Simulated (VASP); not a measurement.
# BiP2 (Pmma) in VASP: single point with PBE

Aim: the single point of BiP2 with PBE.

All numbers are computed with VASP 6.6.1; they aren't measurements. Logs are shortened: lines on timing, memory, paths and dates and some standing lists are left out, and cuts for length are marked.

## (1) The cell of the first run

It takes space group Pmma (No. 51, orthorhombic). Conventional cell: a = 4.953 Å, b = 5.457 Å, c = 6.849 Å, α = 90.00°, β = 90.00°, γ = 90.00°. Bi (site symmetry mm2) has 2 P at 2.75 Å and 2 Bi at 3.23 Å within 3.6 Å. Within 2.9 Å of P (site symmetry m) lie 3 P at 2.17 to 2.50 Å and 1 Bi at 2.75 Å.

The cell was generated, and may not be a known phase.

## (2) Single point, PBE

The input, INCAR:

```
SYSTEM = BiP2
ALGO = Normal ; EDIFF = 1E-7
ENCUT = 520 ; GGA = PE
ISIF = 2 ; ISMEAR = 0
LASPH = .True. ; LCHARG = .False.
LREAL = .False. ; LWAVE = .False.
NBANDS = 34 ; NELM = 80
PREC = Accurate ; SIGMA = 0.1
```

The input, KPOINTS:

```
k-points
0
Gamma
  8 8 6
  0 0 0
```

The input, POSCAR:

```
BiP2
1.0
    4.9525027796      0.0000000000      0.0000000000
    0.0000000000      5.4567952220      0.0000000000
    0.0000000000      0.0000000000      6.8490888330
Bi P
2 4
Direct
    0.7500000000      0.0000000000      0.3490416793
    0.2500000000      0.0000000000      0.6509583207
    0.7500000000      0.3014760500      0.0272086815
    0.7500000000      0.6985239500      0.0272086815
    0.2500000000      0.3014760500      0.9727913185
    0.2500000000      0.6985239500      0.9727913185
```

Potentials or basis: VASP PAW PBE potentials, release 64 (Bi_d, P).

On the command line:

```sh
cat potpaw_PBE.64/Bi_d/POTCAR potpaw_PBE.64/P/POTCAR > POTCAR
mpirun -np 1 vasp_std > vasp.out
```

OUTCAR:

```text
SYSTEM = BiP2
   EDIFF = 1E-7
   ENCUT = 520
   GGA = PE
   ISIF = 2
   ISMEAR = 0
   LASPH = .True.
   LREAL = .False.
   NELM = 80
   PREC = Accurate

 ion  position               nearest neighbor table
   1  0.750  0.000  0.349-   3 2.75   4 2.75   2 3.23   2 3.23
   2  0.250  0.000  0.651-   5 2.75   6 2.75   1 3.23   1 3.23
   3  0.750  0.301  0.027-   4 2.17   5 2.50   5 2.50   1 2.75
   4  0.750  0.699  0.027-   3 2.17   6 2.50   6 2.50   1 2.75
   5  0.250  0.301  0.973-   6 2.17   3 2.50   3 2.50   2 2.75
   6  0.250  0.699  0.973-   5 2.17   4 2.50   4 2.50   2 2.75

  LATTYP: Found a simple orthorhombic cell.
 ALAT       =     4.9525027796
 B/A-ratio  =     1.1018257768
 C/A-ratio  =     1.3829550710

  Lattice vectors:

 A1 = (   4.9525027796,   0.0000000000,   0.0000000000)
 A2 = (   0.0000000000,   5.4567952220,   0.0000000000)
 A3 = (   0.0000000000,   0.0000000000,   6.8490888330)

Analysis of symmetry for initial positions (statically):
=====================================================================
 Subroutine PRICEL returns:
 Original cell was already a primitive cell.

 Routine SETGRP: Setting up the symmetry group for a
 simple orthorhombic supercell.

 Subroutine GETGRP returns: Found  8 space group operations
 (whereof  4 operations were pure point group operations)
 out of a pool of  8 trial point group operations.

The static configuration has the point symmetry C_2h.
 The point group associated with its full space group is D_2h.

Analysis of symmetry for dynamics (positions and initial velocities):
=====================================================================
 Subroutine PRICEL returns:
 Original cell was already a primitive cell.

 Routine SETGRP: Setting up the symmetry group for a
 simple orthorhombic supercell.

 Subroutine GETGRP returns: Found  8 space group operations
 (whereof  4 operations were pure point group operations)
 out of a pool of  8 trial point group operations.

The dynamic configuration has the point symmetry C_2h.
 The point group associated with its full space group is D_2h.

 Subroutine INISYM returns: Found  8 space group operations
 (whereof  4 operations are pure point group operations),
 and found     1 'primitive' translations

----------------------------------------------------------------------------------------

                                     Primitive cell

  volume of cell :     185.0952

  direct lattice vectors                    reciprocal lattice vectors
     4.952502780  0.000000000  0.000000000     0.201918110  0.000000000  0.000000000
     0.000000000  5.456795222  0.000000000     0.000000000  0.183257747  0.000000000
     0.000000000  0.000000000  6.849088833     0.000000000  0.000000000  0.146004823

  length of vectors
     4.952502780  5.456795222  6.849088833     0.201918110  0.183257747  0.146004823

  position of ions in fractional coordinates (direct lattice)
     0.750000000  0.000000000  0.349041679
     0.250000000  0.000000000  0.650958321
     0.750000000  0.301476050  0.027208681
     0.750000000  0.698523950  0.027208681
     0.250000000  0.301476050  0.972791319
     0.250000000  0.698523950  0.972791319

  ion indices of the primitive-cell ions
   primitive index   ion index
                 1           1
                 2           2
                 3           3
                 4           4
                 5           5
                 6           6

----------------------------------------------------------------------------------------

 KPOINTS: k-points

Automatic generation of k-mesh.
 Grid dimensions read from file:
 generate k-points for:    8    8    6

 Generating k-lattice:

  Cartesian coordinates                     Fractional coordinates (reciprocal lattice)
     0.025239764  0.000000000  0.000000000     0.125000000  0.000000000  0.000000000
     0.000000000  0.022907218  0.000000000     0.000000000  0.125000000  0.000000000
     0.000000000  0.000000000  0.024334137     0.000000000  0.000000000  0.166666667

  Length of vectors
     0.025239764  0.022907218  0.024334137

  Shift w.r.t. Gamma in fractional coordinates (k-lattice)
     0.000000000  0.000000000  0.000000000

 Subroutine IBZKPT returns following result:
 ===========================================

 Found    100 irreducible k-points:

 Following reciprocal coordinates:
            Coordinates               Weight
  0.000000  0.000000  0.000000      1.000000
  0.125000  0.000000  0.000000      2.000000
  0.250000  0.000000  0.000000      2.000000
  0.375000  0.000000  0.000000      2.000000
  0.500000  0.000000  0.000000      1.000000
  0.000000  0.125000  0.000000      2.000000
[... 16 lines left out ...]
  0.250000  0.500000  0.000000      2.000000
  0.375000  0.500000  0.000000      2.000000
 [... further k-points ...]
   k-points           NKPTS =    100   k-points in BZ     NKDIM =    100   number of bands    NBANDS=     34
   number of dos      NEDOS =    301   number of ions     NIONS =      6
   total plane-waves  NPLWV =  90720
   dimension x,y,z NGX =    40 NGY =   42 NGZ =   54
   dimension x,y,z NGXF=    80 NGYF=   84 NGZF=  108
   ions per type =               2   4
   NGX,Y,Z   is equivalent  to a cutoff of  13.43, 12.80, 13.11 a.u.
   NGXF,Y,Z  is equivalent  to a cutoff of  26.85, 25.59, 26.21 a.u.
 SYSTEM =  BiP2
   PREC   = accura    normal or accurate (medium, high low for compatibility)
   ISTART =      0    job   : 0-new  1-cont  2-samecut
   ICHARG =      2    charge: 1-file 2-atom 10-const
   ISPIN  =      1    spin polarized calculation?
   LNONCOLLINEAR =      F non collinear calculations
   LSORBIT =      F    spin-orbit coupling
   LASPH  =      T    aspherical Exc in radial PAW
   ENCUT  =  520.0 eV  38.22 Ry    6.18 a.u.   9.21 10.15 12.73*2*pi/ulx,y,z
   NELM   =     80;   NELMIN=  2; NELMDL= -5     # of ELM steps
   EDIFF  = 0.1E-06   stopping-criterion for ELM
   LREAL  =      F    real-space projection
   EDIFFG = 0.1E-05   stopping-criterion for IOM
   NSW    =      0    number of steps for IOM
   IBRION =     -1    ionic relax: 0-MD 1-quasi-New 2-CG
   NFREE  =      0    steps in history (QN), initial steepest desc. (CG)
   ISIF   =      2    stress and relaxation
   ISYM   =      2    0-nonsym 1-usesym 2-fastsym
   POTIM  = 0.5000    time-step for ionic-motion
   TEBEG  =    0.0;   TEEND  =   0.0 temperature during run
   PSTRESS=    0.0 pullay stress
   NELECT =      50.0000    total number of electrons
   NUPDOWN=      -1.0000    fix difference up-down
   EMIN   =  10.00;   EMAX   =-10.00  energy-range for DOS
   EFERMI =   0.00;   METHOD = LEGACY
   ISMEAR =     0;   SIGMA  =   0.10  broadening in eV -4-tet -1-fermi 0-gaus
   EFERMI_NEDOS =   21; number of points for ismear=-14 and -15
   IALGO  =     38    algorithm
   IMIX   =      4    mixing-type and parameters
     AMIX     =   0.40;   BMIX     =  1.00
     AMIX_MAG =   1.60;   BMIX_MAG =  1.00
  volume/ion in A,a.u.               =      30.85       208.18
  Fermi-wavevector in a.u.,A,eV,Ry     =   1.058278  1.999855 15.237877  1.119952
  Thomas-Fermi vector in A             =   2.193582
   LORBIT       =      0    0 simple, 1 ext, 2 COOP (PROOUT), +10 PAW based schemes
   GGA     = PE    functional components
   LHFCALC =     F    Hartree Fock is set to
   AEXX    =    0.0000 exact exchange contribution
   IVDW    =     0    specifies the selected vdW correction
   LEPSILON=     F    determine dielectric tensor
   LRPA    =     F    only Hartree local field effects (RPA)
 non-spin polarized calculation
 Gauss-broadening in eV      SIGMA  =   0.10
  energy-cutoff  :      520.00
  volume of cell :      185.10
 maximum number of plane-waves:      5024
 NGX is ok and might be reduce to    40
   NGX = 19   NGY = 21   NGZ = 25

 number of electron      49.9999992 magnetization

 Free energy of the ion-electron system (eV)
  ---------------------------------------------------
  ext. energy  EPLUGINS =         0.00000000
  ---------------------------------------------------
  free energy    TOTEN  =       -27.44439737 eV

  energy without entropy =      -27.43179140  energy(sigma->0) =      -27.43809439

 E-fermi :   4.3124     XC(G=0):  -8.3384

 val. band max:        4.3077338111   @ k =   0.2500   0.3750   0.1667
 cond. band min:       4.3359086551   @ k =   0.1250   0.5000   0.3333
 fundamental gap:      0.0281748440
 Fermi energy:         4.3124444670

 k-point     1 :       0.0000    0.0000    0.0000
  band No.  band energies     occupation
      1     -18.7797      2.00000
      2     -18.7421      2.00000
      3     -18.7389      2.00000
      4     -18.7266      2.00000
      5     -18.7033      2.00000
      6     -18.7014      2.00000
[... 26 lines left out ...]
     33       8.8774      0.00000
     34       9.0566      0.00000

 k-point     2 :       0.1250    0.0000    0.0000
  band No.  band energies     occupation
      1     -18.7770      2.00000
      2     -18.7420      2.00000
      3     -18.7386      2.00000
      4     -18.7233      2.00000
      5     -18.7125      2.00000
      6     -18.6916      2.00000
[... 26 lines left out ...]
     33       8.5219      0.00000
     34       8.9191      0.00000

 k-point     3 :       0.2500    0.0000    0.0000
  band No.  band energies     occupation
      1     -18.7694      2.00000
      2     -18.7423      2.00000
      3     -18.7378      2.00000
      4     -18.7212      2.00000
      5     -18.7147      2.00000
      6     -18.6810      2.00000
[... 26 lines left out ...]
     33       8.8808      0.00000
     34       8.9578      0.00000
[... 704 lines left out ...]
 k-point    23 :       0.2500    0.5000    0.0000
  band No.  band energies     occupation
      1     -18.7693      2.00000
      2     -18.7417      2.00000
      3     -18.7385      2.00000
      4     -18.7216      2.00000
      5     -18.7145      2.00000
      6     -18.6813      2.00000
[... 26 lines left out ...]
     33       8.9518      0.00000
     34       9.8854      0.00000

 k-point    24 :       0.3750    0.5000    0.0000
  band No.  band energies     occupation
      1     -18.7587      2.00000
      2     -18.7437      2.00000
      3     -18.7367      2.00000
      4     -18.7285      2.00000
      5     -18.7025      2.00000
      6     -18.6715      2.00000
[... 26 lines left out ...]
     33       9.0792      0.00000
     34       9.4313      0.00000

 [... further k-points ...]
[... 5 lines left out ...]
  --------------------------------------------------------------------------------------
  -------------------------------------------------------------------------------------
  Total       -0.0709949     -0.2152833      0.0044281      0.0000000      0.0000000      0.0000000
  in kB       -0.6145291     -1.8634841      0.0383294      0.0000000      0.0000000      0.0000000
  external PRESSURE =      -0.8132279 kB  Pullay stress =       0.0000000 kB

 VOLUME and BASIS-vectors are now :
 -----------------------------------------------------------------------------
  energy-cutoff  :      520.00
  volume of cell :      185.10
      direct lattice vectors                 reciprocal lattice vectors
     4.952502780  0.000000000  0.000000000     0.201918110  0.000000000  0.000000000
     0.000000000  5.456795222  0.000000000     0.000000000  0.183257747  0.000000000
     0.000000000  0.000000000  6.849088833     0.000000000  0.000000000  0.146004823

 POSITION                                       TOTAL-FORCE (eV/Angst)
 -----------------------------------------------------------------------------------
      3.71438      0.00000      2.39062         0.000000     -0.000000     -0.000009
      1.23813      0.00000      4.45847         0.000000     -0.000000      0.000009
      3.71438      1.64509      0.18635         0.000000      0.043211     -0.002832
      3.71438      3.81170      0.18635         0.000000     -0.043211     -0.002832
      1.23813      1.64509      6.66273        -0.000000      0.043211      0.002832
      1.23813      3.81170      6.66273        -0.000000     -0.043211      0.002832
 -----------------------------------------------------------------------------------
    total drift:                                0.000000     -0.000000      0.000000

  FREE ENERGIE OF THE ION-ELECTRON SYSTEM (eV)
  ---------------------------------------------------
  free  energy   TOTEN  =       -27.4443973723 eV

  energy  without entropy=      -27.4317913987  energy(sigma->0) =      -27.43809439
```

Run time: 7.6 min. Hardware: 1 thread of Intel Xeon 6975P-C (Granite Rapids), shared host; peak memory 0.61 GiB.

Results:

```yaml
Free_energy: -27.4444 eV
Pressure: -0.1 GPa
Largest_force: 0.043 eV/Å
Band_gap_on_the_k_mesh: zero (bands 25 and 26 overlap by 1.11 eV)
```

Forces on the atoms (eV/Å):
```
Bi   0.000  0.000  0.000
Bi   0.000  0.000  0.000
P    0.000  0.043 -0.003
P    0.000 -0.043 -0.003
P    0.000  0.043  0.003
P    0.000 -0.043  0.003
```

Caveat: spin-orbit coupling is left out, which moves the levels of the heavy elements.

The gap in the log of VASP goes by the Fermi energy; the results here count the filled bands.